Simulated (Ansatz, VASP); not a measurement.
One calculation of Cu, two programs

The input INCAR:

```
SYSTEM = Cu
  PREC = Accurate
  ENCUT = 600
  EDIFF = 1E-6
  ISMEAR = -1
  SIGMA = 0.1
  LREAL = .FALSE.
  LASPH = .TRUE.
  NELM = 120
  ALGO = Normal
  ISIF = 2
  LWAVE = .FALSE.
  LCHARG = .FALSE.
  GGA = PS
  NBANDS = 18
  GGA_COMPAT = .FALSE.
```

The input KPOINTS:

```
Automatic mesh
0
G
  14 14 14
  0 0 0
```

POSCAR

```
Cu
1.0
    0.0000000000      2.3003605596      2.3003605596
    2.3003605596      0.0000000000      2.3003605596
    2.3003605596      2.3003605596      0.0000000000
Cu
2
Direct
   -0.1250000000     -0.1250000000     -0.1250000000
    0.1250000000      0.1250000000      0.1250000000
```

Input for Ansatz:

```yaml
crystal:
  lattice:
    - [0.0, 2.3003605596, 2.3003605596]
    - [2.3003605596, 0.0, 2.3003605596]
    - [2.3003605596, 2.3003605596, 0.0]
  atoms:
    - { symbol: Cu, position: [-0.125, -0.125, -0.125] }
    - { symbol: Cu, position: [0.125, 0.125, 0.125] }
kpoints:
  mp_grid: { grid: [14, 14, 14] }
  band_path:
    path:
      - [0.0, 0.0, 0.0]
      - [0.5, 0.0, 0.5]
      - [0.625, 0.25, 0.625]
      - [0.375, 0.375, 0.75]
      - [0.0, 0.0, 0.0]
      - [0.5, 0.5, 0.5]
      - [0.5, 0.25, 0.75]
      - [0.5, 0.0, 0.5]
    npoints: 8
scf:
  occupations: { method: fermi_dirac, width: 0.1 }
hamiltonian:
  xc: pbesol
  pseudopotentials: { kind: paw }
output:
  forces: true
  stress: true
  eigenvalues: true
  populations: true
  dos: { projected: true, de: 0.2, e_range: [-14, 8] }
  write_density: true
  write_potential: true
  elf: true
  volumetric_format: npy
```

Change from the starting cell: volume scaled by 0.68, PAW files.

Alike in both runs: task single point; functional PBEsol; k mesh 14 × 14 × 14; occupations fermi-dirac, width 0.1 eV; no spin polarisation.

|  | VASP | Ansatz |
| --- | --- | --- |
| version | VASP 6.6.1 | Ansatz 0.2.0 |
| potentials or method | VASP PAW PBE potentials, release 64 (Cu) | PAW with Ansatz's default frozen-core files, scalar-relativistic |
| plane-wave cutoff (eV) | 600 | 420 |
| valence electrons in the cell | 22 | 38 |

Ansatz gave:

| Property | Result |
| --- | --- |
| pressure (GPa) | 67.2 |

Problem. Which values does VASP return?

Solution. Pressure (GPa): 67.4.

VASP's potentials were made for PBE, not for PBEsol. Both programs put the cell under a high pressure, so it lies far from rest at this level. The functional is the same, so the differences come from potentials, cutoffs and numerics. VASP's potentials hold 22 valence electrons a cell and Ansatz's 38, so a difference there can come from the potentials and not from the codes.

Noted on VASP's run: the cell as given lies far from equilibrium.
